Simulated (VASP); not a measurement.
# Te (Im-3m) in VASP: relaxation of cell and atoms with PBEsol

Aim: the relaxation of cell and atoms of Te with PBEsol.

Program: VASP 6.6.1. These are calculated values, not measurements. Logs are shortened: lines on timing, memory, paths and dates and some standing lists are left out, and cuts for length are marked.

## Step 1: The cell of the first run

Symmetry: Im-3m, No. 229, cubic system. Conventional cell: a = 3.871 Å, b = 3.871 Å, c = 3.871 Å, α = 90.00°, β = 90.00°, γ = 90.00°. Te (site symmetry m-3m) has 14 Te at 3.35 to 3.87 Å within 4.4 Å.

This isn't the form of Te at room conditions, which is trigonal, of chains.

## Step 2: Relaxation of cell and atoms, PBEsol

Contents of INCAR:

```
SYSTEM = Te
PREC = Accurate
ENCUT = 600
EDIFF = 1E-7
ISMEAR = -1
SIGMA = 0.1
LREAL = .False.
LASPH = .True.
NELM = 80
ALGO = Normal
ISIF = 3
LWAVE = .False.
LCHARG = .False.
GGA = PS
IBRION = 2
NSW = 60
EDIFFG = -0.005
```

Contents of KPOINTS:

```
Automatic mesh
0
Gamma
  15 15 15
  0 0 0
```

Contents of POSCAR:

```
Te
1.0
   -1.9354383203      1.9354383203      1.9354383203
    1.9354383203     -1.9354383203      1.9354383203
    1.9354383203      1.9354383203     -1.9354383203
Te
1
Direct
    0.0000000000      0.0000000000      0.0000000000
```

Potentials or basis: VASP PAW PBE potentials, release 64 (Te).

On the command line:

```
$ cat potpaw_PBE.64/Te/POTCAR > POTCAR
$ mpirun -np 1 vasp_std > vasp.out
```

OUTCAR:

```text
SYSTEM = Te
   PREC = Accurate
   ENCUT = 600
   EDIFF = 1E-7
   ISMEAR = -1
   LREAL = .False.
   LASPH = .True.
   NELM = 80
   ISIF = 3
   GGA = PS
   IBRION = 2
   NSW = 60
   EDIFFG = -0.005

 ion  position               nearest neighbor table
   1  0.000  0.000  0.000-

  LATTYP: Found a body centered cubic cell.
 ALAT       =     3.8708766406

  Lattice vectors:

 A1 = (  -1.9354383203,   1.9354383203,   1.9354383203)
 A2 = (   1.9354383203,  -1.9354383203,   1.9354383203)
 A3 = (   1.9354383203,   1.9354383203,  -1.9354383203)

Analysis of symmetry for initial positions (statically):
=====================================================================
 Subroutine PRICEL returns:
 Original cell was already a primitive cell.

 Routine SETGRP: Setting up the symmetry group for a
 body centered cubic supercell.

 Subroutine GETGRP returns: Found 48 space group operations
 (whereof 48 operations were pure point group operations)
 out of a pool of 48 trial point group operations.

The static configuration has the point symmetry O_h .

Analysis of symmetry for dynamics (positions and initial velocities):
=====================================================================
 Subroutine PRICEL returns:
 Original cell was already a primitive cell.

 Routine SETGRP: Setting up the symmetry group for a
 body centered cubic supercell.

 Subroutine GETGRP returns: Found 48 space group operations
 (whereof 48 operations were pure point group operations)
 out of a pool of 48 trial point group operations.

The dynamic configuration has the point symmetry O_h .

 Subroutine INISYM returns: Found 48 space group operations
 (whereof 48 operations are pure point group operations),
 and found     1 'primitive' translations

----------------------------------------------------------------------------------------

                                     Primitive cell

  volume of cell :      29.0000

  direct lattice vectors                    reciprocal lattice vectors
    -1.935438320  1.935438320  1.935438320     0.000000000  0.258339413  0.258339413
     1.935438320 -1.935438320  1.935438320     0.258339413  0.000000000  0.258339413
     1.935438320  1.935438320 -1.935438320     0.258339413  0.258339413  0.000000000

  length of vectors
     3.352277506  3.352277506  3.352277506     0.365347102  0.365347102  0.365347102

  position of ions in fractional coordinates (direct lattice)
     0.000000000  0.000000000  0.000000000

  ion indices of the primitive-cell ions
   primitive index   ion index
                 1           1

----------------------------------------------------------------------------------------

 KPOINTS: Automatic mesh

Automatic generation of k-mesh.
 Grid dimensions read from file:
 generate k-points for:   15   15   15

 Generating k-lattice:

  Cartesian coordinates                     Fractional coordinates (reciprocal lattice)
     0.000000000  0.017222628  0.017222628     0.066666667  0.000000000  0.000000000
     0.017222628  0.000000000  0.017222628     0.000000000  0.066666667  0.000000000
     0.017222628  0.017222628  0.000000000     0.000000000  0.000000000  0.066666667

  Length of vectors
     0.024356473  0.024356473  0.024356473

  Shift w.r.t. Gamma in fractional coordinates (k-lattice)
     0.000000000  0.000000000  0.000000000

 Subroutine IBZKPT returns following result:
 ===========================================

 Found    120 irreducible k-points:

 Following reciprocal coordinates:
            Coordinates               Weight
  0.000000  0.000000  0.000000      1.000000
  0.066667  0.000000  0.000000     12.000000
  0.133333  0.000000  0.000000     12.000000
  0.200000  0.000000  0.000000     12.000000
  0.266667  0.000000  0.000000     12.000000
  0.333333  0.000000  0.000000     12.000000
[... 16 lines left out ...]
  0.333333  0.200000  0.000000     48.000000
  0.400000  0.200000 -0.000000     24.000000
 [... further k-points ...]
   k-points           NKPTS =    120   k-points in BZ     NKDIM =    120   number of bands    NBANDS=      7
   number of dos      NEDOS =    301   number of ions     NIONS =      1
   total plane-waves  NPLWV =  21952
   dimension x,y,z NGX =    28 NGY =   28 NGZ =   28
   dimension x,y,z NGXF=    56 NGYF=   56 NGZF=   56
   ions per type =               1
   NGX,Y,Z   is equivalent  to a cutoff of  13.89, 13.89, 13.89 a.u.
   NGXF,Y,Z  is equivalent  to a cutoff of  27.77, 27.77, 27.77 a.u.
 SYSTEM =  Te
   PREC   = accura    normal or accurate (medium, high low for compatibility)
   ISTART =      0    job   : 0-new  1-cont  2-samecut
   ICHARG =      2    charge: 1-file 2-atom 10-const
   ISPIN  =      1    spin polarized calculation?
   LNONCOLLINEAR =      F non collinear calculations
   LSORBIT =      F    spin-orbit coupling
   LASPH  =      T    aspherical Exc in radial PAW
   ENCUT  =  600.0 eV  44.10 Ry    6.64 a.u.   6.70  6.70  6.70*2*pi/ulx,y,z
   NELM   =     80;   NELMIN=  2; NELMDL= -5     # of ELM steps
   EDIFF  = 0.1E-06   stopping-criterion for ELM
   LREAL  =      F    real-space projection
   EDIFFG = -.5E-02   stopping-criterion for IOM
   NSW    =     60    number of steps for IOM
   IBRION =      2    ionic relax: 0-MD 1-quasi-New 2-CG
   NFREE  =      1    steps in history (QN), initial steepest desc. (CG)
   ISIF   =      3    stress and relaxation
   ISYM   =      2    0-nonsym 1-usesym 2-fastsym
   POTIM  = 0.5000    time-step for ionic-motion
   TEBEG  =    0.0;   TEEND  =   0.0 temperature during run
   PSTRESS=    0.0 pullay stress
   NELECT =       6.0000    total number of electrons
   NUPDOWN=      -1.0000    fix difference up-down
   EMIN   =  10.00;   EMAX   =-10.00  energy-range for DOS
   EFERMI =   0.00;   METHOD = LEGACY
   ISMEAR =    -1;   SIGMA  =   0.10  broadening in eV -4-tet -1-fermi 0-gaus
   EFERMI_NEDOS =   21; number of points for ismear=-14 and -15
   IALGO  =     38    algorithm
   IMIX   =      4    mixing-type and parameters
     AMIX     =   0.40;   BMIX     =  1.00
     AMIX_MAG =   1.60;   BMIX_MAG =  1.00
  volume/ion in A,a.u.               =      29.00       195.70
  Fermi-wavevector in a.u.,A,eV,Ry     =   0.968261  1.829749 12.755870  0.937530
  Thomas-Fermi vector in A             =   2.098216
   LORBIT       =      0    0 simple, 1 ext, 2 COOP (PROOUT), +10 PAW based schemes
   GGA     = PS    functional components
   LHFCALC =     F    Hartree Fock is set to
   AEXX    =    0.0000 exact exchange contribution
   IVDW    =     0    specifies the selected vdW correction
   LEPSILON=     F    determine dielectric tensor
   LRPA    =     F    only Hartree local field effects (RPA)
 conjugate gradient relaxation of ions
 non-spin polarized calculation
  energy-cutoff  :      600.00
  volume of cell :       29.00
 maximum number of plane-waves:       980
   NGX = 13   NGY = 13   NGZ = 13

--------------------------------------- Ionic step        1  -------------------------------------------

 number of electron       5.9999999 magnetization

 Free energy of the ion-electron system (eV)
  ---------------------------------------------------
  ext. energy  EPLUGINS =         0.00000000
  ---------------------------------------------------
  free energy    TOTEN  =        -3.28324063 eV

  energy without entropy =       -3.25069983  energy(sigma->0) =       -3.26697023

------------------------ aborting loop because EDIFF is reached ----------------------------------------

  FORCE on cell =-STRESS in cart. coord.  units (eV):
  Direction    XX          YY          ZZ          XY          YZ          ZX
  --------------------------------------------------------------------------------------
  -------------------------------------------------------------------------------------
  Total       -0.6738970     -0.6738970     -0.6738970     -0.0000000      0.0000000      0.0000000
  in kB      -37.2311188    -37.2311188    -37.2311188     -0.0000000      0.0000000      0.0000000
  external PRESSURE =     -37.2311188 kB  Pullay stress =       0.0000000 kB

 VOLUME and BASIS-vectors are now :
 -----------------------------------------------------------------------------
  energy-cutoff  :      600.00
  volume of cell :       29.00
      direct lattice vectors                 reciprocal lattice vectors
    -1.935438320  1.935438320  1.935438320     0.000000000  0.258339413  0.258339413
     1.935438320 -1.935438320  1.935438320     0.258339413  0.000000000  0.258339413
     1.935438320  1.935438320 -1.935438320     0.258339413  0.258339413  0.000000000
[... 36 lines left out ...]
 POSITION                                       TOTAL-FORCE (eV/Angst)
 -----------------------------------------------------------------------------------
     -0.00000      0.00000      0.00000         0.000000     -0.000000      0.000000
 -----------------------------------------------------------------------------------
    total drift:                                0.000000      0.000000     -0.000000

  FREE ENERGIE OF THE ION-ELECTRON SYSTEM (eV)
  ---------------------------------------------------
  free  energy   TOTEN  =        -3.3018155119 eV

  energy  without entropy=       -3.2718933374  energy(sigma->0) =       -3.28685442

--------------------------------------- Ionic step        3  -------------------------------------------

 number of electron       6.0000000 magnetization

 Free energy of the ion-electron system (eV)
  ---------------------------------------------------
  ext. energy  EPLUGINS =         0.00000000
  ---------------------------------------------------
  free energy    TOTEN  =        -3.30706790 eV

  energy without entropy =       -3.27623996  energy(sigma->0) =       -3.29165393

 E-fermi :   8.4443     XC(G=0): -10.4117

 val. band max:        8.4381386145   @ k =  -0.2667   0.3333   0.0667
 cond. band min:       8.4662717877   @ k =  -0.4000   0.4000   0.0667
 fundamental gap:      0.0281331732
 Fermi energy:         8.4443479807

 k-point     1 :       0.0000    0.0000    0.0000
  band No.  band energies     occupation
      1      -5.8734      2.00000
      2      11.6714      0.00000
      3      11.6714      0.00000
      4      11.6714      0.00000
      5      18.4286      0.00000
      6      18.4286      0.00000
      7      18.7534      0.00000

 k-point     2 :       0.0667    0.0000    0.0000
  band No.  band energies     occupation
      1      -5.7878      2.00000
      2      11.0462      0.00000
      3      11.4430      0.00000
      4      11.6234      0.00000
      5      17.9248      0.00000
      6      17.9347      0.00000
      7      18.7956      0.00000
[... 201 lines left out ...]
 k-point    23 :       0.3333    0.2000    0.0000
  band No.  band energies     occupation
      1      -2.4685      2.00000
      2       3.1022      2.00000
      3       6.0437      2.00000
      4       9.5806      0.00002
      5      15.4661      0.00000
      6      17.7642      0.00000
      7      20.0333      0.00000

 k-point    24 :       0.4000    0.2000   -0.0000
  band No.  band energies     occupation
      1      -2.2130      2.00000
      2       2.7436      2.00000
      3       5.8897      2.00000
      4       9.5210      0.00004
      5      15.4135      0.00000
      6      17.9985      0.00000
      7      20.3776      0.00000

 [... further k-points ...]

------------------------ aborting loop because EDIFF is reached ----------------------------------------

  FORCE on cell =-STRESS in cart. coord.  units (eV):
  Direction    XX          YY          ZZ          XY          YZ          ZX
  --------------------------------------------------------------------------------------
  -------------------------------------------------------------------------------------
  Total        0.0001096      0.0001096      0.0001096      0.0000000      0.0000000     -0.0000000
  in kB        0.0064820      0.0064820      0.0064820      0.0000000      0.0000000     -0.0000000
  external PRESSURE =       0.0064820 kB  Pullay stress =       0.0000000 kB

 VOLUME and BASIS-vectors are now :
 -----------------------------------------------------------------------------
  energy-cutoff  :      600.00
  volume of cell :       27.08
      direct lattice vectors                 reciprocal lattice vectors
    -1.891783844  1.891783844  1.891783844     0.000000000  0.264300809  0.264300809
     1.891783844 -1.891783844  1.891783844     0.264300809  0.000000000  0.264300809
     1.891783844  1.891783844 -1.891783844     0.264300809  0.264300809  0.000000000

 POSITION                                       TOTAL-FORCE (eV/Angst)
 -----------------------------------------------------------------------------------
     -0.00000      0.00000      0.00000        -0.000000      0.000000     -0.000000
 -----------------------------------------------------------------------------------
    total drift:                                0.000000     -0.000000     -0.000000

  FREE ENERGIE OF THE ION-ELECTRON SYSTEM (eV)
  ---------------------------------------------------
  free  energy   TOTEN  =        -3.3070678998 eV

  energy  without entropy=       -3.2762399631  energy(sigma->0) =       -3.29165393

 reached required accuracy - stopping structural energy minimisation
```

Wall time 68 s (1 thread of Oxide Virtual Turin-like, shared host); peak memory 0.15 GiB.

What came out:

- Free energy: -3.3071 eV
- Relaxed volume: 27.08 Å³/atom
- Relaxed cell: a = 3.277 Å, b = 3.277 Å, c = 3.277 Å, α = 109.47°, β = 109.47°, γ = 109.47°
- Space group after relaxing (to 0.1 Å): Im-3m (No. 229)
- Energy gained by relaxing: 23.8 meV/atom
- Ionic steps: 3
- Pressure after relaxing: 0.0 GPa
- Band gap on the k mesh: zero (bands 3 and 4 overlap by 6.33 eV)

Step by step:
| step | energy change (eV) | largest force (eV/Å) | pressure (GPa) | volume (Å³) |
| --- | --- | --- | --- | --- |
| 1 | 0.0000 | 0.0000 | -3.72 | 29.00 |
| 2 | -0.0186 | 0.0000 | 2.12 | 26.26 |
| 3 | -0.0238 | 0.0000 | 0.00 | 27.08 |

Final structure:
```cif
data_structure
_symmetry_space_group_name_H-M 'P 1'
_symmetry_Int_Tables_number 1
_cell_length_a 3.2767
_cell_length_b 3.2767
_cell_length_c 3.2767
_cell_angle_alpha 109.471
_cell_angle_beta 109.471
_cell_angle_gamma 109.471
_cell_volume 27.08
loop_
_atom_site_label
_atom_site_type_symbol
_atom_site_fract_x
_atom_site_fract_y
_atom_site_fract_z
_atom_site_occupancy
Te1 Te 0.00000 0.00000 0.00000 1
```

Caveat: the PAW data sets were made with another functional, which shifts forces and pressure a little; spin-orbit coupling is left out, which moves the levels of the heavy elements.

The gap in the log of VASP goes by the Fermi energy; the results here count the filled bands.